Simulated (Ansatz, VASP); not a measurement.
**Be2ZnTe3 in VASP and in Ansatz**

Contents of INCAR:

```
PREC = Accurate
ENCUT = 520
EDIFF = 1E-6
ISMEAR = 0
SIGMA = 0.02
LREAL = False
LASPH = True
NELM = 80
ALGO = Normal
ISIF = 2
LWAVE = False
LCHARG = False
GGA = PE
NBANDS = 26
```

The input KPOINTS:

```
Automatic mesh
0
Gamma
  12 12 4
```

Contents of POSCAR:

```
Be2ZnTe3
1.0
    4.1257546038      0.0000000000      0.0000000000
   -2.0628773019      3.5730082967      0.0000000000
    0.0000000000      0.0000000000     10.1457731000
Be Zn Te
2 1 3
Direct
    0.3333333333      0.6666666667      0.9926210000
    0.6666666667      0.3333333333      0.6739880000
    0.0000000000      0.0000000000      0.3363190000
    0.6666666667      0.3333333333      0.9160060000
    0.0000000000      0.0000000000      0.5977580000
    0.3333333333      0.6666666667      0.2333090000
```

Input for Ansatz:

```yaml
crystal:
  lattice:
    - [4.1257546038, 0.0, 0.0]
    - [-2.0628773019, 3.5730082967, 0.0]
    - [0.0, 0.0, 10.1457731]
  atoms:
    - { symbol: Be, position: [0.3333333333, 0.6666666667, 0.992621] }
    - { symbol: Be, position: [0.6666666667, 0.3333333333, 0.673988] }
    - { symbol: Zn, position: [0.0, 0.0, 0.336319] }
    - { symbol: Te, position: [0.6666666667, 0.3333333333, 0.916006] }
    - { symbol: Te, position: [0.0, 0.0, 0.597758] }
    - { symbol: Te, position: [0.3333333333, 0.6666666667, 0.233309] }
basis:
  ecutwfc: 420
kpoints:
  mp_grid: { grid: [12, 12, 4] }
  band_path:
    path:
      - [[0.0, 0.0, 0.0], [0.5, 0.0, 0.0], [0.33333333, 0.33333333, 0.0], [0.0, 0.0, 0.0], [0.0, 0.0, 0.5], [0.5, 0.0, 0.5], [0.33333333, 0.33333333, 0.5], [0.0, 0.0, 0.5]]
      - [[0.5, 0.0, 0.5], [0.5, 0.0, 0.0]]
      - [[0.33333333, 0.33333333, 0.5], [0.33333333, 0.33333333, 0.0]]
    npoints: 14
hamiltonian:
  xc: pbe
scf:
  occupations: { method: gaussian, width: 0.02 }
  n_extra_bands: 15
output:
  forces: true
  stress: true
  eigenvalues: true
  populations: true
  dos: { projected: true, de: 0.02, nscf_kmesh: { grid: [18, 18, 6] } }
  bader: true
  write_density: true
  write_potential: true
  elf: true
  volumetric_format: npy
```

Alike in both runs: task single point; functional PBE; k mesh 12 × 12 × 4; occupations gaussian, width 0.02 eV; no spin polarisation.

|  | VASP | Ansatz |
| --- | --- | --- |
| version | VASP 6.6.1 | Ansatz 0.2.0 |
| potentials or method | VASP PAW PBE potentials, release 64 (Be, Zn, Te), cutoff 520 eV | scalar-relativistic, plane waves, PAW |
| valence electrons in the cell | 34 | 64 |

|  | VASP | Ansatz | Ansatz less VASP |
| --- | --- | --- | --- |
| gap on the k mesh at the Fermi level (eV) | 1.86 | 1.87 | +0.011 |
| least direct gap on the mesh (eV) | 2.27 | 2.28 | +0.002 |
| pressure (GPa) | 0.1 | 0.0 | -0.11 |

VASP's potentials hold 34 valence electrons a cell and Ansatz's 64, so a difference there can come from the potentials and not from the codes.

Neither program's run includes spin-orbit coupling.
